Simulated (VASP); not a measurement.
# Sn2PdAu (P-3m1) in VASP: further runs

Runs on Sn2PdAu. Level: LDA. Tasks: single point.

Everything below comes from runs of VASP 6.6.1. Logs are shortened: lines on timing, memory, paths and dates and some standing lists are left out, and cuts for length are marked.

**1. The cell of the first run**

It takes space group P-3m1 (No. 164, trigonal). The conventional cell has a = 4.124 Å, b = 4.124 Å, c = 5.534 Å, α = 90.00°, β = 90.00°, γ = 120.00°. Within 3.6 Å of Sn (site symmetry 3m) lie 3 Pd at 2.71 Å and 3 Au at 2.80 Å and 3 Sn at 3.53 Å. Pd (site symmetry -3m) has 6 Sn at 2.71 Å and 2 Au at 2.77 Å within 3.6 Å. Au (site symmetry -3m) has 2 Pd at 2.77 Å and 6 Sn at 2.80 Å within 3.6 Å.

**2. Single point, LDA**

The input, INCAR:

```
  ALGO = Normal
  EDIFF = 1E-7
  ENCUT = 520
  ISIF = 2
  ISMEAR = -1
  LASPH = T
  LCHARG = F
  LREAL = F
  LWAVE = F
  NBANDS = 32
  NELM = 60
  PREC = Accurate
  SIGMA = 0.08
```

The input, KPOINTS:

```
k-points
0
Gamma
  10 10 6
```

The input, POSCAR:

```
Sn2PdAu
1.0
    4.1240528757      0.0000000000      0.0000000000
   -2.0620264378      3.5715345569      0.0000000000
    0.0000000000      0.0000000000      5.5336000893
Sn Pd Au
2 1 1
Direct
    0.3333333333      0.6666666667      0.2349417728
    0.6666666667      0.3333333333      0.7650582272
    0.0000000000      0.0000000000      0.0000000000
    0.0000000000      0.0000000000      0.5000000000
```

Potentials or basis: VASP PAW LDA potentials, release 64 (Sn_d, Pd, Au).

The run is started by

```console
> cat potpaw_LDA.64/Sn_d/POTCAR potpaw_LDA.64/Pd/POTCAR potpaw_LDA.64/Au/POTCAR > POTCAR
> mpirun -np 1 vasp_std > vasp.out
```

OUTCAR:

```text
EDIFF = 1E-7
   ENCUT = 520
   ISIF = 2
   ISMEAR = -1
   LASPH = T
   LREAL = F
   NELM = 60
   PREC = Accurate

 ion  position               nearest neighbor table
   1  0.333  0.667  0.235-   3 2.71   3 2.71   3 2.71   4 2.80   4 2.80   4 2.80   2 3.53   2 3.53
                             2 3.53
   2  0.667  0.333  0.765-   3 2.71   3 2.71   3 2.71   4 2.80   4 2.80   4 2.80   1 3.53   1 3.53
                             1 3.53
   3  0.000  0.000  0.000-   1 2.71   2 2.71   1 2.71   2 2.71   2 2.71   1 2.71   4 2.77   4 2.77

   4  0.000  0.000  0.500-   3 2.77   3 2.77   1 2.80   2 2.80   1 2.80   2 2.80   2 2.80   1 2.80

  LATTYP: Found a hexagonal cell.
 ALAT       =     4.1240528757
 C/A-ratio  =     1.3417868917

  Lattice vectors:

 A1 = (   4.1240528757,   0.0000000000,   0.0000000000)
 A2 = (  -2.0620264378,   3.5715345569,   0.0000000000)
 A3 = (   0.0000000000,   0.0000000000,   5.5336000893)

Analysis of symmetry for initial positions (statically):
=====================================================================
 Subroutine PRICEL returns:
 Original cell was already a primitive cell.

 Routine SETGRP: Setting up the symmetry group for a
 hexagonal supercell.

 Subroutine GETGRP returns: Found 12 space group operations
 (whereof 12 operations were pure point group operations)
 out of a pool of 24 trial point group operations.

The static configuration has the point symmetry D_3d.

Analysis of symmetry for dynamics (positions and initial velocities):
=====================================================================
 Subroutine PRICEL returns:
 Original cell was already a primitive cell.

 Routine SETGRP: Setting up the symmetry group for a
 hexagonal supercell.

 Subroutine GETGRP returns: Found 12 space group operations
 (whereof 12 operations were pure point group operations)
 out of a pool of 24 trial point group operations.

The dynamic configuration has the point symmetry D_3d.

 Subroutine INISYM returns: Found 12 space group operations
 (whereof 12 operations are pure point group operations),
 and found     1 'primitive' translations

----------------------------------------------------------------------------------------

                                     Primitive cell

  volume of cell :      81.5055

  direct lattice vectors                    reciprocal lattice vectors
     4.124052876  0.000000000  0.000000000     0.242479917  0.139995845  0.000000000
    -2.062026438  3.571534557  0.000000000     0.000000000  0.279991691  0.000000000
     0.000000000  0.000000000  5.533600089     0.000000000  0.000000000  0.180714180

  length of vectors
     4.124052876  4.124052876  5.533600089     0.279991691  0.279991691  0.180714180

  position of ions in fractional coordinates (direct lattice)
     0.333333333  0.666666667  0.234941773
     0.666666667  0.333333333  0.765058227
     0.000000000  0.000000000  0.000000000
     0.000000000  0.000000000  0.500000000

  ion indices of the primitive-cell ions
   primitive index   ion index
                 1           1
                 2           2
                 3           3
                 4           4

----------------------------------------------------------------------------------------

 KPOINTS: k-points

Automatic generation of k-mesh.
 Grid dimensions read from file:
 generate k-points for:   10   10    6

 Generating k-lattice:

  Cartesian coordinates                     Fractional coordinates (reciprocal lattice)
     0.024247992  0.013999585  0.000000000     0.100000000  0.000000000  0.000000000
     0.000000000  0.027999169  0.000000000     0.000000000  0.100000000  0.000000000
     0.000000000  0.000000000  0.030119030     0.000000000  0.000000000  0.166666667

  Length of vectors
     0.027999169  0.027999169  0.030119030

  Shift w.r.t. Gamma in fractional coordinates (k-lattice)
     0.000000000  0.000000000  0.000000000

 Subroutine IBZKPT returns following result:
 ===========================================

 Found     72 irreducible k-points:

 Following reciprocal coordinates:
            Coordinates               Weight
  0.000000  0.000000  0.000000      1.000000
  0.100000 -0.000000  0.000000      6.000000
  0.200000 -0.000000  0.000000      6.000000
  0.300000  0.000000  0.000000      6.000000
  0.400000 -0.000000  0.000000      6.000000
  0.500000 -0.000000  0.000000      3.000000
[... 16 lines left out ...]
  0.000000  0.400000  0.166667      6.000000
  0.500000 -0.000000  0.166667      6.000000
 [... further k-points ...]
   k-points           NKPTS =     72   k-points in BZ     NKDIM =     72   number of bands    NBANDS=     32
   number of dos      NEDOS =    301   number of ions     NIONS =      4
   total plane-waves  NPLWV =  43008
   dimension x,y,z NGX =    32 NGY =   32 NGZ =   42
   dimension x,y,z NGXF=    64 NGYF=   64 NGZF=   84
   ions per type =               2   1   1
   NGX,Y,Z   is equivalent  to a cutoff of  12.90, 12.90, 12.62 a.u.
   NGXF,Y,Z  is equivalent  to a cutoff of  25.80, 25.80, 25.24 a.u.
 SYSTEM =  unknown system
   PREC   = accura    normal or accurate (medium, high low for compatibility)
   ISTART =      0    job   : 0-new  1-cont  2-samecut
   ICHARG =      2    charge: 1-file 2-atom 10-const
   ISPIN  =      1    spin polarized calculation?
   LNONCOLLINEAR =      F non collinear calculations
   LSORBIT =      F    spin-orbit coupling
   LASPH  =      T    aspherical Exc in radial PAW
   ENCUT  =  520.0 eV  38.22 Ry    6.18 a.u.   7.67  7.67 10.29*2*pi/ulx,y,z
   NELM   =     60;   NELMIN=  2; NELMDL= -5     # of ELM steps
   EDIFF  = 0.1E-06   stopping-criterion for ELM
   LREAL  =      F    real-space projection
   EDIFFG = 0.1E-05   stopping-criterion for IOM
   NSW    =      0    number of steps for IOM
   IBRION =     -1    ionic relax: 0-MD 1-quasi-New 2-CG
   NFREE  =      0    steps in history (QN), initial steepest desc. (CG)
   ISIF   =      2    stress and relaxation
   ISYM   =      2    0-nonsym 1-usesym 2-fastsym
   POTIM  = 0.5000    time-step for ionic-motion
   TEBEG  =    0.0;   TEEND  =   0.0 temperature during run
   PSTRESS=    0.0 pullay stress
   NELECT =      49.0000    total number of electrons
   NUPDOWN=      -1.0000    fix difference up-down
   EMIN   =  10.00;   EMAX   =-10.00  energy-range for DOS
   EFERMI =   0.00;   METHOD = LEGACY
   ISMEAR =    -1;   SIGMA  =   0.08  broadening in eV -4-tet -1-fermi 0-gaus
   EFERMI_NEDOS =   21; number of points for ismear=-14 and -15
   IALGO  =     38    algorithm
   IMIX   =      4    mixing-type and parameters
     AMIX     =   0.40;   BMIX     =  1.00
     AMIX_MAG =   1.60;   BMIX_MAG =  1.00
  volume/ion in A,a.u.               =      20.38       137.51
  Fermi-wavevector in a.u.,A,eV,Ry     =   1.381692  2.611019 25.974512  1.909073
  Thomas-Fermi vector in A             =   2.506453
   LORBIT       =      0    0 simple, 1 ext, 2 COOP (PROOUT), +10 PAW based schemes
   GGA     = CA    functional components
   LHFCALC =     F    Hartree Fock is set to
   AEXX    =    0.0000 exact exchange contribution
   IVDW    =     0    specifies the selected vdW correction
   LEPSILON=     F    determine dielectric tensor
   LRPA    =     F    only Hartree local field effects (RPA)
 non-spin polarized calculation
  energy-cutoff  :      520.00
  volume of cell :       81.51
 maximum number of plane-waves:      2218
 NGX is ok and might be reduce to    32
   NGX = 15   NGY = 15   NGZ = 21

 number of electron      49.0000004 magnetization

 Free energy of the ion-electron system (eV)
  ---------------------------------------------------
  ext. energy  EPLUGINS =         0.00000000
  ---------------------------------------------------
  free energy    TOTEN  =       -21.48647465 eV

  energy without entropy =      -21.45309136  energy(sigma->0) =      -21.46978301

 E-fermi :   9.2002     XC(G=0): -11.7773

 val. band max:        9.1977203470   @ k =   0.2000   0.1000   0.3333
 cond. band min:       9.2156475910   @ k =   0.3000   0.3000   0.1667
 fundamental gap:      0.0179272440
 Fermi energy:         9.2001535113

 k-point     1 :       0.0000    0.0000    0.0000
  band No.  band energies     occupation
      1     -12.2334      2.00000
      2     -12.2334      2.00000
      3     -12.1887      2.00000
      4     -12.1887      2.00000
      5     -12.1813      2.00000
      6     -12.1813      2.00000
[... 24 lines left out ...]
     31      15.8552      0.00000
     32      15.8552      0.00000

 k-point     2 :       0.1000   -0.0000    0.0000
  band No.  band energies     occupation
      1     -12.2326      2.00000
      2     -12.2302      2.00000
      3     -12.1910      2.00000
      4     -12.1862      2.00000
      5     -12.1845      2.00000
      6     -12.1795      2.00000
[... 24 lines left out ...]
     31      16.1594      0.00000
     32      16.2392      0.00000

 k-point     3 :       0.2000   -0.0000    0.0000
  band No.  band energies     occupation
      1     -12.2305      2.00000
      2     -12.2235      2.00000
      3     -12.1972      2.00000
      4     -12.1864      2.00000
      5     -12.1796      2.00000
      6     -12.1749      2.00000
[... 24 lines left out ...]
     31      16.2899      0.00000
     32      16.4907      0.00000

 k-point     4 :       0.3000    0.0000    0.0000
  band No.  band energies     occupation
      1     -12.2282      2.00000
      2     -12.2202      2.00000
      3     -12.2067      2.00000
      4     -12.1820      2.00000
      5     -12.1713      2.00000
      6     -12.1692      2.00000
[... 24 lines left out ...]
     31      15.6892      0.00000
     32      15.8518      0.00000

 k-point     5 :       0.4000   -0.0000    0.0000
  band No.  band energies     occupation
      1     -12.2263      2.00000
      2     -12.2237      2.00000
      3     -12.2141      2.00000
      4     -12.1769      2.00000
      5     -12.1654      2.00000
      6     -12.1653      2.00000
[... 584 lines left out ...]
     31      16.7806      0.00000
     32      16.9752      0.00000

 k-point    22 :       0.4000   -0.0000    0.1667
  band No.  band energies     occupation
      1     -12.2261      2.00000
      2     -12.2242      2.00000
      3     -12.2085      2.00000
      4     -12.1789      2.00000
      5     -12.1710      2.00000
      6     -12.1699      2.00000
[... 24 lines left out ...]
     31      16.8893      0.00000
     32      16.9735      0.00000

 k-point    23 :       0.0000    0.4000    0.1667
  band No.  band energies     occupation
      1     -12.2226      2.00000
      2     -12.2214      2.00000
      3     -12.2114      2.00000
      4     -12.1833      2.00000
      5     -12.1702      2.00000
      6     -12.1653      2.00000
[... 24 lines left out ...]
     31      16.8597      0.00000
     32      16.9920      0.00000

 k-point    24 :       0.5000   -0.0000    0.1667
  band No.  band energies     occupation
      1     -12.2254      2.00000
      2     -12.2228      2.00000
      3     -12.2132      2.00000
      4     -12.1762      2.00000
      5     -12.1702      2.00000
      6     -12.1687      2.00000
[... 24 lines left out ...]
     31      16.8964      0.00000
     32      16.9625      0.00000

 [... further k-points ...]

------------------------ aborting loop because EDIFF is reached ----------------------------------------

  FORCE on cell =-STRESS in cart. coord.  units (eV):
  Direction    XX          YY          ZZ          XY          YZ          ZX
  --------------------------------------------------------------------------------------
  -------------------------------------------------------------------------------------
  Total        0.1503629      0.1503629      0.1334801      0.0000000      0.0000000      0.0000000
  in kB        2.9557280      2.9557280      2.6238568      0.0000000      0.0000000      0.0000000
  external PRESSURE =       2.8451043 kB  Pullay stress =       0.0000000 kB

 VOLUME and BASIS-vectors are now :
 -----------------------------------------------------------------------------
  energy-cutoff  :      520.00
  volume of cell :       81.51
      direct lattice vectors                 reciprocal lattice vectors
     4.124052876  0.000000000  0.000000000     0.242479917  0.139995845  0.000000000
    -2.062026438  3.571534557  0.000000000     0.000000000  0.279991691  0.000000000
     0.000000000  0.000000000  5.533600089     0.000000000  0.000000000  0.180714180

 POSITION                                       TOTAL-FORCE (eV/Angst)
 -----------------------------------------------------------------------------------
     -0.00000      2.38102      1.30007        -0.000000     -0.000000     -0.000786
      2.06203      1.19051      4.23353         0.000000      0.000000      0.000786
      0.00000      0.00000      0.00000        -0.000000      0.000000      0.000000
      0.00000      0.00000      2.76680        -0.000000      0.000000      0.000000
 -----------------------------------------------------------------------------------
    total drift:                               -0.000000      0.000000     -0.000000

  FREE ENERGIE OF THE ION-ELECTRON SYSTEM (eV)
  ---------------------------------------------------
  free  energy   TOTEN  =       -21.4864746473 eV

  energy  without entropy=      -21.4530913643  energy(sigma->0) =      -21.46978301
```

Run time: 3.4 min. Hardware: 1 thread of Intel Xeon 8259CL, shared host; peak memory 0.31 GiB.

Results:

| Quantity | Value |
| --- | --- |
| Free energy | -21.4865 eV |
| Pressure | 0.3 GPa |
| Band gap on the k mesh | zero (an odd number of electrons rules out a gap without spin polarisation) |

Caveat: spin-orbit coupling is left out, which moves the levels of the heavy elements.

**3. Single point, LDA**

The input, INCAR:

```
SYSTEM = Sn2PdAu
PREC = Accurate
ENCUT = 520
EDIFF = 1E-6
ISMEAR = -1
SIGMA = 0.08
LREAL = .False.
LASPH = .True.
NELM = 100
ALGO = Normal
ISIF = 2
LWAVE = .False.
LCHARG = .True.
LELF = .True.
LVHAR = .True.
NBANDS = 32
```

The input, KPOINTS:

```
regular mesh
0
Gamma
  10 10 6
  0 0 0
```

POSCAR is that of step 2.

Potentials or basis: VASP PAW LDA potentials, release 64 (Sn_d, Pd, Au).

The run is started by

```console
> cat potpaw_LDA.64/Sn_d/POTCAR potpaw_LDA.64/Pd/POTCAR potpaw_LDA.64/Au/POTCAR > POTCAR
> mpirun -np 1 vasp_std > vasp.out
```

Wall time 3.2 min (1 thread of Intel Xeon 8259CL, shared host); peak memory 0.31 GiB.

The run converged. Its results:

- Free energy: -21.4865 eV
- Pressure: 0.3 GPa
- Band gap on the k mesh: zero (an odd number of electrons rules out a gap without spin polarisation)

Levels at points of the mesh, in eV from the Fermi level:
| k point | band 21 | band 22 | band 23 | band 24 | band 25 | band 26 | band 27 | band 28 | band 29 | band 30 |
| --- | --- | --- | --- | --- | --- | --- | --- | --- | --- | --- |
| (0.00, 0.00, 0.00) | -2.75 | -2.75 | -0.19 | 1.76 | 1.76 | 3.78 | 4.32 | 4.32 | 4.77 | 5.49 |
| (0.50, 0.00, 0.00) | -2.75 | -2.61 | -2.08 | -1.76 | -1.40 | 0.04 | 1.66 | 4.68 | 5.62 | 5.64 |
| (0.00, 0.00, 0.50) | -3.26 | -3.26 | 0.59 | 1.07 | 3.45 | 3.45 | 3.50 | 3.50 | 6.02 | 6.10 |
| (0.50, 0.00, 0.50) | -3.79 | -3.05 | -2.86 | -2.51 | 1.02 | 1.42 | 2.53 | 3.09 | 5.04 | 5.77 |

Caveat: spin-orbit coupling is left out, which moves the levels of the heavy elements.
